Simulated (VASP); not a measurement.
# FeSi (P2_13) in VASP: notebook

FeSi is run at these levels: r2SCAN; tasks: single point, relaxation of cell and atoms.

Program: VASP 6.6.1. These are calculated values, not measurements. Logs are shortened: lines on timing, memory, paths and dates and some standing lists are left out, and cuts for length are marked.

## Step 1: The cell of the first run

The structure is cubic, space group P2_13 (No. 198). The conventional cell has a = 4.192 Å, b = 4.192 Å, c = 4.192 Å, α = 90.00°, β = 90.00°, γ = 90.00°. Fe (site symmetry 3) has 7 Si at 2.16 to 2.32 Å and 6 Fe at 2.57 Å within 2.9 Å. Within 2.9 Å of Si (site symmetry 3) lie 7 Fe at 2.16 to 2.32 Å and 6 Si at 2.59 Å.

## Step 2: Single point, r2SCAN

POSCAR

```
FeSi
1.0
    4.1916804006      0.0000000000      0.0000000000
    0.0000000000      4.1916804006      0.0000000000
    0.0000000000      0.0000000000      4.1916804006
Fe Si
4 4
Direct
    0.1411917610      0.1411917610      0.1411917610
    0.3588082390      0.8588082390      0.6411917610
    0.6411917610      0.3588082390      0.8588082390
    0.8588082390      0.6411917610      0.3588082390
    0.8432660100      0.8432660100      0.8432660100
    0.6567339900      0.1567339900      0.3432660100
    0.3432660100      0.6567339900      0.1567339900
    0.1567339900      0.3432660100      0.6567339900
```

INCAR.step1

```
SYSTEM = FeSi
ALGO = Normal
EDIFF = 1E-4
ENCUT = 520
GGA = PE
ISMEAR = 0
LASPH = .True.
LCHARG = .False.
LREAL = .False.
LWAVE = .True.
NBANDS = 34
NELM = 100
PREC = Accurate
SIGMA = 0.1
```

INCAR.step2

```
SYSTEM = FeSi
ALGO = Normal
EDIFF = 1E-6
ENCUT = 520
ISIF = 2
ISMEAR = 0
ISTART = 1
LASPH = .True.
LCHARG = .True.
LELF = .True.
LMIXTAU = .True.
LREAL = .False.
LVHAR = .True.
LWAVE = .False.
METAGGA = R2SCAN
NBANDS = 34
NELM = 100
PREC = Accurate
SIGMA = 0.1
```

KPOINTS

```
k-points
0
Gamma
  4 4 4
  0 0 0
```

Potentials or basis: VASP PAW PBE potentials, release 64 (Fe, Si).

Launch:

```
cat potpaw_PBE.64/Fe/POTCAR potpaw_PBE.64/Si/POTCAR > POTCAR
cp INCAR.step1 INCAR
mpirun -np 1 vasp_std > vasp.out
cp INCAR.step2 INCAR
mpirun -np 1 vasp_std > vasp.out
```

OUTCAR:

```text
SYSTEM = FeSi
   EDIFF = 1E-6
   ENCUT = 520
   ISIF = 2
   ISMEAR = 0
   ISTART = 1
   LASPH = .True.
   LREAL = .False.
   METAGGA = R2SCAN
   NELM = 100
   PREC = Accurate

 ion  position               nearest neighbor table
   1  0.141  0.141  0.141-   5 2.16   6 2.20   7 2.20   8 2.20   7 2.32   8 2.32   6 2.32   2 2.57
                             2 2.57   4 2.57   3 2.57   4 2.57   3 2.57
   2  0.359  0.859  0.641-   6 2.16   5 2.20   7 2.20   8 2.20   7 2.32   8 2.32   5 2.32   1 2.57
                             1 2.57   3 2.57   4 2.57   4 2.57   3 2.57
   3  0.641  0.359  0.859-   7 2.16   6 2.20   5 2.20   8 2.20   8 2.32   6 2.32   5 2.32   4 2.57
                             4 2.57   1 2.57   2 2.57   2 2.57   1 2.57
   4  0.859  0.641  0.359-   8 2.16   6 2.20   7 2.20   5 2.20   6 2.32   5 2.32   7 2.32   3 2.57
                             3 2.57   1 2.57   1 2.57   2 2.57   2 2.57
   5  0.843  0.843  0.843-   1 2.16   2 2.20   3 2.20   4 2.20   3 2.32   4 2.32   2 2.32   6 2.59
                             7 2.59   8 2.59   6 2.59   8 2.59   7 2.59
   6  0.657  0.157  0.343-   2 2.16   1 2.20   3 2.20   4 2.20   3 2.32   4 2.32   1 2.32   8 2.59
                             5 2.59   5 2.59   7 2.59   7 2.59   8 2.59
   7  0.343  0.657  0.157-   3 2.16   2 2.20   1 2.20   4 2.20   4 2.32   2 2.32   1 2.32   8 2.59
                             5 2.59   8 2.59   6 2.59   6 2.59   5 2.59
   8  0.157  0.343  0.657-   4 2.16   2 2.20   3 2.20   1 2.20   2 2.32   1 2.32   3 2.32   7 2.59
                             5 2.59   7 2.59   5 2.59   6 2.59   6 2.59

  LATTYP: Found a simple cubic cell.
 ALAT       =     4.1916804006

  Lattice vectors:

 A1 = (   4.1916804006,   0.0000000000,   0.0000000000)
 A2 = (   0.0000000000,   4.1916804006,   0.0000000000)
 A3 = (   0.0000000000,   0.0000000000,   4.1916804006)

Analysis of symmetry for initial positions (statically):
=====================================================================
 Subroutine PRICEL returns:
 Original cell was already a primitive cell.

 Routine SETGRP: Setting up the symmetry group for a
 simple cubic supercell.

 Subroutine GETGRP returns: Found 12 space group operations
 (whereof  3 operations were pure point group operations)
 out of a pool of 48 trial point group operations.

The static configuration has the point symmetry C_3 .
 The point group associated with its full space group is T   .

Analysis of symmetry for dynamics (positions and initial velocities):
=====================================================================
 Subroutine PRICEL returns:
 Original cell was already a primitive cell.

 Routine SETGRP: Setting up the symmetry group for a
 simple cubic supercell.

 Subroutine GETGRP returns: Found 12 space group operations
 (whereof  3 operations were pure point group operations)
[... 113 lines left out ...]
   NUPDOWN=      -1.0000    fix difference up-down
   EMIN   =  10.00;   EMAX   =-10.00  energy-range for DOS
   EFERMI =   0.00;   METHOD = LEGACY
   ISMEAR =     0;   SIGMA  =   0.10  broadening in eV -4-tet -1-fermi 0-gaus
   EFERMI_NEDOS =   21; number of points for ismear=-14 and -15
   IALGO  =     38    algorithm
   IMIX   =      4    mixing-type and parameters
     AMIX     =   0.40;   BMIX     =  1.00
     AMIX_MAG =   1.60;   BMIX_MAG =  1.00
  volume/ion in A,a.u.               =       9.21        62.13
  Fermi-wavevector in a.u.,A,eV,Ry     =   1.419386  2.682250 27.411054  2.014656
  Thomas-Fermi vector in A             =   2.540412
   LORBIT       =      0    0 simple, 1 ext, 2 COOP (PROOUT), +10 PAW based schemes
   METAGGA = R2SCAN    functional components
   LHFCALC =     F    Hartree Fock is set to
   AEXX    =    0.0000 exact exchange contribution
   IVDW    =     0    specifies the selected vdW correction
   LEPSILON=     F    determine dielectric tensor
   LRPA    =     F    only Hartree local field effects (RPA)
 non-spin polarized calculation
 Gauss-broadening in eV      SIGMA  =   0.10
  energy-cutoff  :      520.00
  volume of cell :       73.65
 maximum number of plane-waves:      2000
   NGX = 15   NGY = 15   NGZ = 15

 number of electron      48.0000000 magnetization

 Free energy of the ion-electron system (eV)
  ---------------------------------------------------
  ext. energy  EPLUGINS =         0.00000000
  ---------------------------------------------------
  free energy    TOTEN  =       -93.10590743 eV

  energy without entropy =      -93.10486485  energy(sigma->0) =      -93.10538614

 E-fermi :  12.2377     XC(G=0): -14.8316

 val. band max:       12.0694621854   @ k =   0.2500   0.0000   0.0000
 cond. band min:      12.4168677399   @ k =   0.2500   0.2500   0.0000
 fundamental gap:      0.3474055545
 Fermi energy:        12.2377320070

 k-point     1 :       0.0000    0.0000    0.0000
  band No.  band energies     occupation
      1      -3.3940      2.00000
      2       2.8825      2.00000
      3       2.8825      2.00000
      4       2.8825      2.00000
      5       5.9342      2.00000
      6       5.9342      2.00000
[... 396 lines left out ...]
     33      19.7371      0.00000
     34      19.7371      0.00000

------------------------ aborting loop because EDIFF is reached ----------------------------------------

  FORCE on cell =-STRESS in cart. coord.  units (eV):
  Direction    XX          YY          ZZ          XY          YZ          ZX
  --------------------------------------------------------------------------------------
  -------------------------------------------------------------------------------------
  Total       23.8339449     23.8339449     23.8339449      0.0000000      0.0000000      0.0000000
  in kB      518.4919623    518.4919623    518.4919623      0.0000000      0.0000000      0.0000000
  external PRESSURE =     518.4919623 kB  Pullay stress =       0.0000000 kB

 VOLUME and BASIS-vectors are now :
 -----------------------------------------------------------------------------
  energy-cutoff  :      520.00
  volume of cell :       73.65
      direct lattice vectors                 reciprocal lattice vectors
     4.191680401  0.000000000  0.000000000     0.238567807  0.000000000  0.000000000
     0.000000000  4.191680401  0.000000000     0.000000000  0.238567807  0.000000000
     0.000000000  0.000000000  4.191680401     0.000000000  0.000000000  0.238567807

 POSITION                                       TOTAL-FORCE (eV/Angst)
 -----------------------------------------------------------------------------------
      0.59183      0.59183      0.59183         0.032299      0.032299      0.032299
      1.50401      3.59985      2.68767        -0.032299     -0.032299      0.032299
      2.68767      1.50401      3.59985         0.032299     -0.032299     -0.032299
      3.59985      2.68767      1.50401        -0.032299      0.032299     -0.032299
      3.53470      3.53470      3.53470         0.003410      0.003410      0.003410
      2.75282      0.65698      1.43886        -0.003410     -0.003410      0.003410
      1.43886      2.75282      0.65698         0.003410     -0.003410     -0.003410
      0.65698      1.43886      2.75282        -0.003410      0.003410     -0.003410
 -----------------------------------------------------------------------------------
    total drift:                                0.000000      0.000000     -0.000000

  FREE ENERGIE OF THE ION-ELECTRON SYSTEM (eV)
  ---------------------------------------------------
  free  energy   TOTEN  =       -93.1059074295 eV

  energy  without entropy=      -93.1048648452  energy(sigma->0) =      -93.10538614
```

OUTCAR.step1:

```text
SYSTEM = FeSi
   EDIFF = 1E-4
   ENCUT = 520
   GGA = PE
   ISMEAR = 0
   LASPH = .True.
   LREAL = .False.
   NELM = 100
[... 643 lines left out ...]
      2.75282      0.65698      1.43886        -0.011536     -0.011536      0.011536
      1.43886      2.75282      0.65698         0.011536     -0.011536     -0.011536
      0.65698      1.43886      2.75282        -0.011536      0.011536     -0.011536
 -----------------------------------------------------------------------------------
    total drift:                                0.000000      0.000000     -0.000000

  FREE ENERGIE OF THE ION-ELECTRON SYSTEM (eV)
  ---------------------------------------------------
  free  energy   TOTEN  =       -56.5325212927 eV

  energy  without entropy=      -56.5178614838  energy(sigma->0) =      -56.52519139
```

OSZICAR.step1:

```text
N       E                     dE             d eps       ncg     rms          rms(c)
DAV:   1     0.373167427753E+03    0.37317E+03   -0.19765E+04   748   0.164E+03
DAV:   2    -0.325910877894E+02   -0.40576E+03   -0.38357E+03   748   0.381E+02
DAV:   3    -0.625172863777E+02   -0.29926E+02   -0.27520E+02   808   0.126E+02
DAV:   4    -0.640467786356E+02   -0.15295E+01   -0.15118E+01  1136   0.255E+01
DAV:   5    -0.640641327744E+02   -0.17354E-01   -0.17346E-01  1004   0.345E+00    0.404E+01
DAV:   6    -0.643277874865E+02   -0.26365E+00   -0.11113E+02  1126   0.133E+02    0.225E+01
DAV:   7    -0.569896228195E+02    0.73382E+01   -0.43066E+01  1064   0.938E+01    0.119E+01
DAV:   8    -0.566046953902E+02    0.38493E+00   -0.28032E+00  1118   0.151E+01    0.272E+00
DAV:   9    -0.565398296844E+02    0.64866E-01   -0.17146E-01  1214   0.473E+00    0.937E-01
DAV:  10    -0.565325079171E+02    0.73218E-02   -0.14048E-02  1150   0.105E+00    0.178E-01
DAV:  11    -0.565325212927E+02   -0.13376E-04   -0.83024E-04   834   0.296E-01
   1 F= -.56532521E+02 E0= -.56525191E+02  d E =-.146598E-01
```

Wall time 2.7 min (1 thread of AMD EPYC 7R43 (Zen 3), shared host); peak memory 0.15 GiB.

What came out:

```yaml
Free_energy: -93.1059 eV
Pressure: 51.8 GPa
Largest_force: 0.056 eV/Å
Band_gap_on_the_k_mesh: 0.35 eV (least direct gap 0.41 eV)
```

Forces in eV/Å, atoms in the order of the input:
```
Fe   0.032  0.032  0.032
Fe  -0.032 -0.032  0.032
Fe   0.032 -0.032 -0.032
Fe  -0.032  0.032 -0.032
Si   0.003  0.003  0.003
Si  -0.003 -0.003  0.003
Si   0.003 -0.003 -0.003
Si  -0.003  0.003 -0.003
```

Levels at points of the mesh, in eV from the valence-band top:
| k point | band 20 | band 21 | band 22 | band 23 | band 24 | band 25 | band 26 | band 27 | band 28 | band 29 |
| --- | --- | --- | --- | --- | --- | --- | --- | --- | --- | --- |
| (0.00, 0.00, 0.00) | -0.44 | -0.44 | -0.44 | -0.15 | -0.15 | 1.01 | 1.01 | 1.01 | 4.24 | 4.24 |
| (0.50, 0.00, 0.00) | -1.72 | -0.60 | -0.60 | -0.02 | -0.02 | 0.39 | 0.39 | 2.31 | 2.31 | 3.29 |
| (0.50, 0.50, 0.00) | -1.67 | -1.32 | -1.32 | -0.54 | -0.54 | 0.95 | 0.95 | 1.89 | 1.89 | 3.84 |
| (0.50, 0.50, 0.50) | -1.00 | -0.98 | -0.98 | -0.98 | -0.98 | 0.84 | 0.84 | 0.84 | 0.84 | 7.41 |

Caveat: the cell stands under pressure; the PAW data sets were made with another functional, which shifts forces and pressure a little. A k mesh can miss the band edges.

## Step 3: Single point, r2SCAN

POSCAR is that of step 2.

INCAR.step1

```
SYSTEM = FeSi
PREC = Accurate
ENCUT = 520
ISMEAR = 0
SIGMA = 0.1
LREAL = .False.
LASPH = .True.
NELM = 80
NBANDS = 34
GGA = PE
ALGO = Normal
EDIFF = 1E-4
LWAVE = .True.
LCHARG = .False.
```

INCAR.step2

```
SYSTEM = FeSi
PREC = Accurate
ENCUT = 520
EDIFF = 1E-6
ISMEAR = 0
SIGMA = 0.1
LREAL = .False.
LASPH = .True.
NELM = 80
ALGO = Normal
ISIF = 2
LWAVE = .False.
LCHARG = .False.
METAGGA = R2SCAN
LMIXTAU = .True.
NBANDS = 34
ISTART = 1
```

KPOINTS

```
regular mesh
0
Gamma
  6 6 6
  0 0 0
```

Potentials or basis: VASP PAW PBE potentials, release 64 (Fe, Si).

Launch:

```
cat potpaw_PBE.64/Fe/POTCAR potpaw_PBE.64/Si/POTCAR > POTCAR
cp INCAR.step1 INCAR
mpirun -np 1 vasp_std > vasp.out
cp INCAR.step2 INCAR
mpirun -np 1 vasp_std > vasp.out
```

OUTCAR:

```text
SYSTEM = FeSi
   PREC = Accurate
   ENCUT = 520
   EDIFF = 1E-6
   ISMEAR = 0
   LREAL = .False.
   LASPH = .True.
   NELM = 80
   ISIF = 2
   METAGGA = R2SCAN
   ISTART = 1

 ion  position               nearest neighbor table
   1  0.141  0.141  0.141-   5 2.16   6 2.20   7 2.20   8 2.20   7 2.32   8 2.32   6 2.32   2 2.57
                             2 2.57   4 2.57   3 2.57   4 2.57   3 2.57
   2  0.359  0.859  0.641-   6 2.16   5 2.20   7 2.20   8 2.20   7 2.32   8 2.32   5 2.32   1 2.57
                             1 2.57   3 2.57   4 2.57   4 2.57   3 2.57
   3  0.641  0.359  0.859-   7 2.16   6 2.20   5 2.20   8 2.20   8 2.32   6 2.32   5 2.32   4 2.57
                             4 2.57   1 2.57   2 2.57   2 2.57   1 2.57
   4  0.859  0.641  0.359-   8 2.16   6 2.20   7 2.20   5 2.20   6 2.32   5 2.32   7 2.32   3 2.57
                             3 2.57   1 2.57   1 2.57   2 2.57   2 2.57
   5  0.843  0.843  0.843-   1 2.16   2 2.20   3 2.20   4 2.20   3 2.32   4 2.32   2 2.32   6 2.59
                             7 2.59   8 2.59   6 2.59   8 2.59   7 2.59
   6  0.657  0.157  0.343-   2 2.16   1 2.20   3 2.20   4 2.20   3 2.32   4 2.32   1 2.32   8 2.59
                             5 2.59   5 2.59   7 2.59   7 2.59   8 2.59
   7  0.343  0.657  0.157-   3 2.16   2 2.20   1 2.20   4 2.20   4 2.32   2 2.32   1 2.32   8 2.59
                             5 2.59   8 2.59   6 2.59   6 2.59   5 2.59
[... 1092 lines left out ...]
     34      19.7369      0.00000

------------------------ aborting loop because EDIFF is reached ----------------------------------------

  FORCE on cell =-STRESS in cart. coord.  units (eV):
  Direction    XX          YY          ZZ          XY          YZ          ZX
  --------------------------------------------------------------------------------------
  -------------------------------------------------------------------------------------
  Total       23.8351989     23.8351989     23.8351989      0.0000000      0.0000000      0.0000000
  in kB      518.5192417    518.5192417    518.5192417      0.0000000      0.0000000      0.0000000
  external PRESSURE =     518.5192417 kB  Pullay stress =       0.0000000 kB

 VOLUME and BASIS-vectors are now :
 -----------------------------------------------------------------------------
  energy-cutoff  :      520.00
  volume of cell :       73.65
      direct lattice vectors                 reciprocal lattice vectors
     4.191680401  0.000000000  0.000000000     0.238567807  0.000000000  0.000000000
     0.000000000  4.191680401  0.000000000     0.000000000  0.238567807  0.000000000
     0.000000000  0.000000000  4.191680401     0.000000000  0.000000000  0.238567807

 POSITION                                       TOTAL-FORCE (eV/Angst)
 -----------------------------------------------------------------------------------
      0.59183      0.59183      0.59183         0.032985      0.032985      0.032985
      1.50401      3.59985      2.68767        -0.032985     -0.032985      0.032985
      2.68767      1.50401      3.59985         0.032985     -0.032985     -0.032985
      3.59985      2.68767      1.50401        -0.032985      0.032985     -0.032985
      3.53470      3.53470      3.53470         0.003199      0.003199      0.003199
      2.75282      0.65698      1.43886        -0.003199     -0.003199      0.003199
      1.43886      2.75282      0.65698         0.003199     -0.003199     -0.003199
      0.65698      1.43886      2.75282        -0.003199      0.003199     -0.003199
 -----------------------------------------------------------------------------------
    total drift:                                0.000000      0.000000     -0.000000

  FREE ENERGIE OF THE ION-ELECTRON SYSTEM (eV)
  ---------------------------------------------------
  free  energy   TOTEN  =       -93.1040313652 eV

  energy  without entropy=      -93.1030421761  energy(sigma->0) =      -93.10353677
```

It took 4.5 min on 1 thread of AMD EPYC 7R43 (Zen 3), shared host; peak memory 0.18 GiB.

Results:

```yaml
Free_energy: -93.1040 eV
Pressure: 51.9 GPa
Largest_force: 0.057 eV/Å
Band_gap_on_the_k_mesh: 0.31 eV (least direct gap 0.36 eV)
```

Forces in eV/Å, atoms in the order of the input:
```
Fe   0.033  0.033  0.033
Fe  -0.033 -0.033  0.033
Fe   0.033 -0.033 -0.033
Fe  -0.033  0.033 -0.033
Si   0.003  0.003  0.003
Si  -0.003 -0.003  0.003
Si   0.003 -0.003 -0.003
Si  -0.003  0.003 -0.003
```

Caveat: the cell stands under pressure; the PAW data sets were made with another functional, which shifts forces and pressure a little.

## Step 4: Single point, r2SCAN

POSCAR

```
FeSi
1.0
    4.1912588618      0.0000000000      0.0000000000
    0.0000000000      4.1912588618      0.0000000000
    0.0000000000      0.0000000000      4.1912588618
Fe Si
4 4
Direct
    0.1412013916      0.1412013916      0.1412013916
    0.3587986084      0.8587986084      0.6412013916
    0.6412013916      0.3587986084      0.8587986084
    0.8587986084      0.6412013916      0.3587986084
    0.8432643143      0.8432643143      0.8432643143
    0.6567356857      0.1567356857      0.3432643143
    0.3432643143      0.6567356857      0.1567356857
    0.1567356857      0.3432643143      0.6567356857
```

INCAR.step1

```
ALGO = Normal ; EDIFF = 1E-4
ENCUT = 520 ; GGA = PE
ISMEAR = 0 ; LASPH = True
LCHARG = False ; LREAL = False
LWAVE = True ; NBANDS = 34
NELM = 60 ; PREC = Accurate
SIGMA = 0.02
```

INCAR.step2

```
ALGO = Normal ; EDIFF = 1E-6
ENCUT = 520 ; ISIF = 2
ISMEAR = 0 ; ISTART = 1
LASPH = True ; LCHARG = True
LELF = True ; LMIXTAU = True
LREAL = False ; LVHAR = True
LWAVE = False ; METAGGA = R2SCAN
NBANDS = 34 ; NELM = 60
PREC = Accurate ; SIGMA = 0.02
```

KPOINTS

```
k-points
0
Gamma
  8 8 8
```

Launch:

```
cat potpaw_PBE.64/Fe/POTCAR potpaw_PBE.64/Si/POTCAR > POTCAR
cp INCAR.step1 INCAR
mpirun -np 1 vasp_std > vasp.out
cp INCAR.step2 INCAR
mpirun -np 1 vasp_std > vasp.out
```

Run time: 8 min. Hardware: 1 thread of AMD EPYC 7R43 (Zen 3), shared host; peak memory 0.21 GiB.

Results (log left out):

* Free energy: -93.0968 eV
* Pressure: 52.0 GPa
* Largest force: 0.056 eV/Å
* Band gap on the k mesh: 0.31 eV (least direct gap 0.33 eV)

Forces in eV/Å, atoms in the order of the input:
```
Fe   0.032  0.032  0.032
Fe  -0.032 -0.032  0.032
Fe   0.032 -0.032 -0.032
Fe  -0.032  0.032 -0.032
Si   0.003  0.003  0.003
Si  -0.003 -0.003  0.003
Si   0.003 -0.003 -0.003
Si  -0.003  0.003 -0.003
```

Levels at points of the mesh, in eV from the valence-band top:
| k point | band 21 | band 22 | band 23 | band 24 | band 25 | band 26 | band 27 | band 28 |
| --- | --- | --- | --- | --- | --- | --- | --- | --- |
| (0.00, 0.00, 0.00) | -0.47 | -0.47 | -0.18 | -0.18 | 0.98 | 0.98 | 0.98 | 4.21 |
| (0.50, 0.00, 0.00) | -0.63 | -0.63 | -0.05 | -0.05 | 0.36 | 0.36 | 2.29 | 2.29 |
| (0.50, 0.50, 0.00) | -1.35 | -1.35 | -0.57 | -0.57 | 0.93 | 0.93 | 1.86 | 1.86 |
| (0.50, 0.50, 0.50) | -1.01 | -1.01 | -1.01 | -1.01 | 0.81 | 0.81 | 0.81 | 0.81 |

Caveat: the cell stands under pressure; the PAW data sets were made with another functional, which shifts forces and pressure a little.

(Continued in part 2 of 2.)
